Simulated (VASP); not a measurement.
# Ge (Fmmm) in VASP: notebook

Runs on Ge. Level: PBEsol. Tasks: single point.

Everything below comes from runs of VASP 6.6.1. Logs are shortened: lines on timing, memory, paths and dates and some standing lists are left out, and cuts for length are marked.

## Step 1: The cell of the first run

Symmetry: Fmmm, No. 69, orthorhombic system. Conventional cell: a = 5.261 Å, b = 5.771 Å, c = 10.231 Å, α = 90.00°, β = 90.00°, γ = 90.00°. Within 3.7 Å of Ge (site symmetry mm2) lie 12 Ge at 2.71 to 3.69 Å. Within 3.4 Å of Ge (site symmetry m2m) lie 8 Ge at 2.61 to 3.17 Å.

## Step 2: Single point, PBEsol

The input, INCAR:

```
  PREC = Accurate
  ENCUT = 520
  EDIFF = 1E-6
  ISMEAR = 1
  SIGMA = 0.5
  LREAL = F
  LASPH = T
  NELM = 100
  ALGO = Normal
  ISIF = 2
  LWAVE = F
  LCHARG = F
  GGA = PS
  NBANDS = 36
```

The input, KPOINTS:

```
Automatic mesh
0
Gamma
  6 6 6
```

The input, POSCAR:

```
Ge
1.0
    0.0000000000      2.8857400000      5.1156650000
    2.6304970000      0.0000000000      5.1156650000
    2.6304970000      2.8857400000      0.0000000000
Ge
4
Direct
    0.7818670000      0.7818670000      0.2181330000
    0.2181330000      0.2181330000      0.7818670000
    0.2735100000      0.7264900000      0.2735100000
    0.7264900000      0.2735100000      0.7264900000
```

Potentials or basis: VASP PAW PBE potentials, release 64 (Ge_d).

Command:

```bash
> cat potpaw_PBE.64/Ge_d/POTCAR > POTCAR
> mpirun -np 1 vasp_std > vasp.out
```

OUTCAR:

```text
PREC = Accurate
   ENCUT = 520
   EDIFF = 1E-6
   ISMEAR = 1
   LREAL = F
   LASPH = T
   NELM = 100
   ISIF = 2
   GGA = PS

 ion  position               nearest neighbor table
   1  0.782  0.782  0.218-   2 2.71   2 2.71   3 2.73   4 2.73
   2  0.218  0.218  0.782-   1 2.71   1 2.71   3 2.73   4 2.73
   3  0.274  0.726  0.274-   4 2.61   4 2.64   4 2.64   2 2.73   1 2.73
   4  0.726  0.274  0.726-   3 2.61   3 2.64   3 2.64   2 2.73   1 2.73

  LATTYP: Found a face centered orthorhombic cell.
 ALAT       =     5.2609940000
 B/A-ratio  =     1.0970322338
 C/A-ratio  =     1.9447522654

  Lattice vectors:

 A1 = (   0.0000000000,   2.8857400000,   5.1156650000)
 A2 = (   2.6304970000,   0.0000000000,   5.1156650000)
 A3 = (   2.6304970000,   2.8857400000,   0.0000000000)

Analysis of symmetry for initial positions (statically):
=====================================================================
 Subroutine PRICEL returns:
 Original cell was already a primitive cell.

 Routine SETGRP: Setting up the symmetry group for a
 face centered orthorhombic supercell.

 Subroutine GETGRP returns: Found  8 space group operations
 (whereof  8 operations were pure point group operations)
 out of a pool of  8 trial point group operations.

The static configuration has the point symmetry D_2h.

Analysis of symmetry for dynamics (positions and initial velocities):
=====================================================================
 Subroutine PRICEL returns:
 Original cell was already a primitive cell.

 Routine SETGRP: Setting up the symmetry group for a
 face centered orthorhombic supercell.

 Subroutine GETGRP returns: Found  8 space group operations
 (whereof  8 operations were pure point group operations)
 out of a pool of  8 trial point group operations.

The dynamic configuration has the point symmetry D_2h.

 Subroutine INISYM returns: Found  8 space group operations
 (whereof  8 operations are pure point group operations),
 and found     1 'primitive' translations

----------------------------------------------------------------------------------------

                                     Primitive cell

  volume of cell :      77.6653

  direct lattice vectors                    reciprocal lattice vectors
     0.000000000  2.885740000  5.115665000    -0.190078149  0.173265783  0.097739004
     2.630497000  0.000000000  5.115665000     0.190078149 -0.173265783  0.097739004
     2.630497000  2.885740000  0.000000000     0.190078149  0.173265783 -0.097739004

  length of vectors
     5.873459265  5.752351072  3.904741965     0.275142957  0.275142957  0.275142957

  position of ions in fractional coordinates (direct lattice)
     0.781867000  0.781867000  0.218133000
     0.218133000  0.218133000  0.781867000
     0.273510000  0.726490000  0.273510000
     0.726490000  0.273510000  0.726490000

  ion indices of the primitive-cell ions
   primitive index   ion index
                 1           1
                 2           2
                 3           3
                 4           4

----------------------------------------------------------------------------------------

 KPOINTS: Automatic mesh

Automatic generation of k-mesh.
 Grid dimensions read from file:
 generate k-points for:    6    6    6

 Generating k-lattice:

  Cartesian coordinates                     Fractional coordinates (reciprocal lattice)
    -0.031679691  0.028877630  0.016289834     0.166666667 -0.000000000 -0.000000000
     0.031679691 -0.028877630  0.016289834     0.000000000  0.166666667  0.000000000
     0.031679691  0.028877630 -0.016289834    -0.000000000  0.000000000  0.166666667

  Length of vectors
     0.045857160  0.045857160  0.045857160

  Shift w.r.t. Gamma in fractional coordinates (k-lattice)
     0.000000000  0.000000000  0.000000000

 Subroutine IBZKPT returns following result:
 ===========================================

 Found     46 irreducible k-points:

 Following reciprocal coordinates:
            Coordinates               Weight
  0.000000  0.000000  0.000000      1.000000
  0.166667  0.000000 -0.000000      8.000000
  0.333333  0.000000  0.000000      8.000000
  0.500000  0.000000  0.000000      4.000000
  0.166667  0.166667  0.000000      2.000000
  0.333333  0.166667  0.000000      8.000000
[... 16 lines left out ...]
 -0.166667  0.166667  0.166667      8.000000
  0.500000  0.333333  0.166667      4.000000
 [... further k-points ...]
   k-points           NKPTS =     46   k-points in BZ     NKDIM =     46   number of bands    NBANDS=     36
   number of dos      NEDOS =    301   number of ions     NIONS =      4
   total plane-waves  NPLWV =  69120
   dimension x,y,z NGX =    48 NGY =   48 NGZ =   30
   dimension x,y,z NGXF=    96 NGYF=   96 NGZF=   60
   ions per type =               4
   NGX,Y,Z   is equivalent  to a cutoff of  13.59, 13.87, 12.77 a.u.
   NGXF,Y,Z  is equivalent  to a cutoff of  27.17, 27.74, 25.55 a.u.
 SYSTEM =  unknown system
   PREC   = accura    normal or accurate (medium, high low for compatibility)
   ISTART =      0    job   : 0-new  1-cont  2-samecut
   ICHARG =      2    charge: 1-file 2-atom 10-const
   ISPIN  =      1    spin polarized calculation?
   LNONCOLLINEAR =      F non collinear calculations
   LSORBIT =      F    spin-orbit coupling
   LASPH  =      T    aspherical Exc in radial PAW
   ENCUT  =  520.0 eV  38.22 Ry    6.18 a.u.  10.92 10.70  7.26*2*pi/ulx,y,z
   NELM   =    100;   NELMIN=  2; NELMDL= -5     # of ELM steps
   EDIFF  = 0.1E-05   stopping-criterion for ELM
   LREAL  =      F    real-space projection
   EDIFFG = 0.1E-04   stopping-criterion for IOM
   NSW    =      0    number of steps for IOM
   IBRION =     -1    ionic relax: 0-MD 1-quasi-New 2-CG
   NFREE  =      0    steps in history (QN), initial steepest desc. (CG)
   ISIF   =      2    stress and relaxation
   ISYM   =      2    0-nonsym 1-usesym 2-fastsym
   POTIM  = 0.5000    time-step for ionic-motion
   TEBEG  =    0.0;   TEEND  =   0.0 temperature during run
   PSTRESS=    0.0 pullay stress
   NELECT =      56.0000    total number of electrons
   NUPDOWN=      -1.0000    fix difference up-down
   EMIN   =  10.00;   EMAX   =-10.00  energy-range for DOS
   EFERMI =   0.00;   METHOD = LEGACY
   ISMEAR =     1;   SIGMA  =   0.50  broadening in eV -4-tet -1-fermi 0-gaus
   EFERMI_NEDOS =   21; number of points for ismear=-14 and -15
   IALGO  =     38    algorithm
   IMIX   =      4    mixing-type and parameters
     AMIX     =   0.40;   BMIX     =  1.00
     AMIX_MAG =   1.60;   BMIX_MAG =  1.00
  volume/ion in A,a.u.               =      19.42       131.03
  Fermi-wavevector in a.u.,A,eV,Ry     =   1.468008  2.774133 29.321208  2.155048
  Thomas-Fermi vector in A             =   2.583557
   LORBIT       =      0    0 simple, 1 ext, 2 COOP (PROOUT), +10 PAW based schemes
   GGA     = PS    functional components
   LHFCALC =     F    Hartree Fock is set to
   AEXX    =    0.0000 exact exchange contribution
   IVDW    =     0    specifies the selected vdW correction
   LEPSILON=     F    determine dielectric tensor
   LRPA    =     F    only Hartree local field effects (RPA)
 non-spin polarized calculation
 Methfessel and Paxton  Order N= 1 SIGMA  =   0.50
  energy-cutoff  :      520.00
  volume of cell :       77.67
 maximum number of plane-waves:      2116
 NGX is ok and might be reduce to    48
   NGX = 21   NGY = 21   NGZ = 15

 number of electron      55.9999999 magnetization

 Free energy of the ion-electron system (eV)
  ---------------------------------------------------
  ext. energy  EPLUGINS =         0.00000000
  ---------------------------------------------------
  free energy    TOTEN  =       -18.98018692 eV

  energy without entropy =      -18.98956689  energy(sigma->0) =      -18.98331358

 E-fermi :   6.1875     XC(G=0): -11.2286

 val. band max:        6.1152608878   @ k =   0.3333   0.3333   0.0000
 cond. band min:       6.2310314584   @ k =  -0.3333   0.0000   0.1667
 fundamental gap:      0.1157705705
 Fermi energy:         6.1875143301

 k-point     1 :       0.0000    0.0000    0.0000
  band No.  band energies     occupation
      1     -18.5108      2.00000
      2     -18.4542      2.00000
      3     -18.4247      2.00000
      4     -18.4168      2.00000
      5     -18.4082      2.00000
      6     -18.4042      2.00000
[... 28 lines left out ...]
     35      13.3627     -0.00000
     36      13.5397     -0.00000

 k-point     2 :       0.1667    0.0000   -0.0000
  band No.  band energies     occupation
      1     -18.4945      2.00000
      2     -18.4456      2.00000
      3     -18.4251      2.00000
      4     -18.4119      2.00000
      5     -18.4035      2.00000
      6     -18.4017      2.00000
[... 28 lines left out ...]
     35      12.6028     -0.00000
     36      13.2026     -0.00000

 k-point     3 :       0.3333    0.0000    0.0000
  band No.  band energies     occupation
      1     -18.4510      2.00000
      2     -18.4287      2.00000
      3     -18.4259      2.00000
      4     -18.4104      2.00000
      5     -18.3935      2.00000
      6     -18.3838      2.00000
[... 28 lines left out ...]
     35      12.6936     -0.00000
     36      12.8964     -0.00000

 k-point     4 :       0.5000    0.0000    0.0000
  band No.  band energies     occupation
      1     -18.4311      2.00000
      2     -18.4227      2.00000
      3     -18.4068      2.00000
      4     -18.3928      2.00000
      5     -18.3904      2.00000
      6     -18.3731      2.00000
[... 28 lines left out ...]
     35      12.4797     -0.00000
     36      12.6885     -0.00000

 k-point     5 :       0.1667    0.1667    0.0000
  band No.  band energies     occupation
      1     -18.5092      2.00000
      2     -18.4529      2.00000
      3     -18.4184      2.00000
      4     -18.4155      2.00000
      5     -18.4050      2.00000
      6     -18.4049      2.00000
[... 655 lines left out ...]
 k-point    22 :      -0.3333    0.1667    0.1667
  band No.  band energies     occupation
      1     -18.4456      2.00000
      2     -18.4280      2.00000
      3     -18.4208      2.00000
      4     -18.4045      2.00000
      5     -18.3870      2.00000
      6     -18.3787      2.00000
[... 28 lines left out ...]
     35      12.4508     -0.00000
     36      13.3245     -0.00000

 k-point    23 :      -0.1667    0.1667    0.1667
  band No.  band energies     occupation
      1     -18.4436      2.00000
      2     -18.4353      2.00000
      3     -18.4219      2.00000
      4     -18.4054      2.00000
      5     -18.4006      2.00000
      6     -18.3788      2.00000
[... 28 lines left out ...]
     35      13.3321     -0.00000
     36      13.6139     -0.00000

 k-point    24 :       0.5000    0.3333    0.1667
  band No.  band energies     occupation
      1     -18.4932      2.00000
      2     -18.4325      2.00000
      3     -18.4233      2.00000
      4     -18.4172      2.00000
      5     -18.4006      2.00000
      6     -18.3936      2.00000
[... 28 lines left out ...]
     35      12.2945     -0.00000
     36      12.8769     -0.00000

 [... further k-points ...]
[... 5 lines left out ...]
  --------------------------------------------------------------------------------------
  -------------------------------------------------------------------------------------
  Total       -1.2422843     -1.8500149     -2.0807293     -0.0000000      0.0000000      0.0000000
  in kB      -25.6273962    -38.1644226    -42.9238886     -0.0000000      0.0000000      0.0000000
  external PRESSURE =     -35.5719025 kB  Pullay stress =       0.0000000 kB

 VOLUME and BASIS-vectors are now :
 -----------------------------------------------------------------------------
  energy-cutoff  :      520.00
  volume of cell :       77.67
      direct lattice vectors                 reciprocal lattice vectors
     0.000000000  2.885740000  5.115665000    -0.190078149  0.173265783  0.097739004
     2.630497000  0.000000000  5.115665000     0.190078149 -0.173265783  0.097739004
     2.630497000  2.885740000  0.000000000     0.190078149  0.173265783 -0.097739004

 POSITION                                       TOTAL-FORCE (eV/Angst)
 -----------------------------------------------------------------------------------
      2.63050      2.88574      7.99954         0.000000      0.000000     -0.048089
      2.63050      2.88574      2.23179         0.000000      0.000000      0.048089
      2.63050      1.57856      5.11566         0.000000     -0.015670      0.000000
      2.63050      4.19292      5.11566         0.000000      0.015670      0.000000
 -----------------------------------------------------------------------------------
    total drift:                                0.000000      0.000000      0.000000

  FREE ENERGIE OF THE ION-ELECTRON SYSTEM (eV)
  ---------------------------------------------------
  free  energy   TOTEN  =       -18.9801869219 eV

  energy  without entropy=      -18.9895668852  energy(sigma->0) =      -18.98331358
```

Wall time 2 min (1 thread of Intel Xeon Platinum 8488C (Sapphire Rapids), shared host); peak memory 0.29 GiB.

Results:

| Item | Value |
| --- | --- |
| Free energy | -18.9802 eV |
| Pressure | -3.6 GPa |
| Largest force | 0.048 eV/Å |
| Band gap on the k mesh | zero (bands 28 and 29 overlap by 3.26 eV) |

Forces on the atoms (eV/Å):
```
Ge   0.000  0.000 -0.048
Ge   0.000  0.000  0.048
Ge   0.000 -0.016  0.000
Ge   0.000  0.016  0.000
```

Caveat: the cell stands under tension; so wide a smearing shifts energies and pressures; the PAW data sets were made with another functional, which shifts forces and pressure a little.

## Step 3: Single point, PBEsol

The input, INCAR:

```
SYSTEM = Ge
ALGO = Normal
EDIFF = 1E-6
ENCUT = 520
GGA = PS
ISIF = 2
ISMEAR = 1
LASPH = .True.
LCHARG = .False.
LREAL = .False.
LWAVE = .False.
NBANDS = 36
NELM = 100
PREC = Accurate
SIGMA = 0.3
```

The input, KPOINTS:

```
k-points
0
Gamma
  6 6 6
  0 0 0
```

POSCAR is that of step 2.

Potentials or basis: VASP PAW PBE potentials, release 64 (Ge_d).

Command:

```bash
> cat potpaw_PBE.64/Ge_d/POTCAR > POTCAR
> mpirun -np 1 vasp_std > vasp.out
```

Run time: 1.9 min. Hardware: 1 thread of Intel Xeon Platinum 8488C (Sapphire Rapids), shared host; peak memory 0.28 GiB.

It converged, with:

| Item | Value |
| --- | --- |
| Free energy | -18.9829 eV |
| Pressure | -3.5 GPa |
| Largest force | 0.033 eV/Å |
| Band gap on the k mesh | zero (bands 28 and 29 overlap by 3.26 eV) |

Forces on the atoms (eV/Å):
```
Ge   0.000  0.000 -0.033
Ge   0.000  0.000  0.033
Ge   0.000 -0.005  0.000
Ge   0.000  0.005  0.000
```

Stress tensor (GPa, compression positive):
```
-1.96  0.00  0.00
 0.00 -4.10  0.00
 0.00  0.00 -4.54
```

Levels at points of the mesh, in eV from the Fermi level:
```csv
k point,band 26,band 27,band 28,band 29,band 30,band 31
"(0.00, 0.00, 0.00)",-2.37,-2.02,-1.86,-1.61,2.86,3.64
"(0.50, 0.00, 0.00)",-1.65,-0.85,0.74,0.94,1.11,2.25
"(0.50, 0.50, 0.00)",-1.86,-0.26,0.48,0.99,1.14,1.95
"(0.50, 0.00, 0.50)",-4.13,-3.20,-2.67,-1.28,-0.86,3.52
"(0.00, 0.50, 0.50)",-5.26,-3.50,-2.09,-1.87,2.73,3.73
```

Caveat: the cell stands under tension; so wide a smearing shifts energies and pressures; the PAW data sets were made with another functional, which shifts forces and pressure a little.

(Part 1 of 2 ends here.)
